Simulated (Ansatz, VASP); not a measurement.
## One calculation of N, two programs

```xyz
8
Lattice="5.6440 0.0000 0.0000 0.0000 5.6440 0.0000 0.0000 0.0000 5.6440" Properties=species:S:1:pos:R:3 pbc="T T T"
N     0.3048    0.3048    0.3048
N     2.5172    5.3392    3.1268
N     3.1268    2.5172    5.3392
N     5.3392    3.1268    2.5172
N     5.3392    5.3392    5.3392
N     3.1268    0.3048    2.5172
N     2.5172    3.1268    0.3048
N     0.3048    2.5172    3.1268
```

Alike in both runs: task relaxation of cell and atoms; functional revPBE; k mesh 3 × 3 × 3; occupations fermi-dirac, width 0.05 eV; no spin polarisation.

|  | VASP | Ansatz |
| --- | --- | --- |
| version | VASP 6.6.1 | Ansatz 0.2.0 |
| potentials or method | VASP PAW PBE potentials, release 64 (N_h), cutoff 910 eV | plane waves (420 eV) with PAW, scalar-relativistic |
| valence electrons in the cell | 40 | 40 |

Ansatz gave:

| Property | Result |
| --- | --- |
| gap on the k mesh at the Fermi level, each at its own relaxed structure (eV) | 7.94 |
| relaxed volume (Å³/atom) | 40.61 |
| relaxed cell length with the largest relative difference (Å) | 6.874 |

Problem. Which values does VASP return?

Solution. gap on the k mesh at the Fermi level, each at its own relaxed structure (eV): 7.61; relaxed volume (Å³/atom): 25.48; relaxed cell length with the largest relative difference (Å): 5.885.

VASP's potentials were made for PBE, not for revPBE. One of these differences is far larger than is usual between the two programs; its cause wasn't traced. Ansatz's warnings: xc potential rough in thin density.

Noted on VASP's run: the cutoff is short for stress, so the pressure is rough.
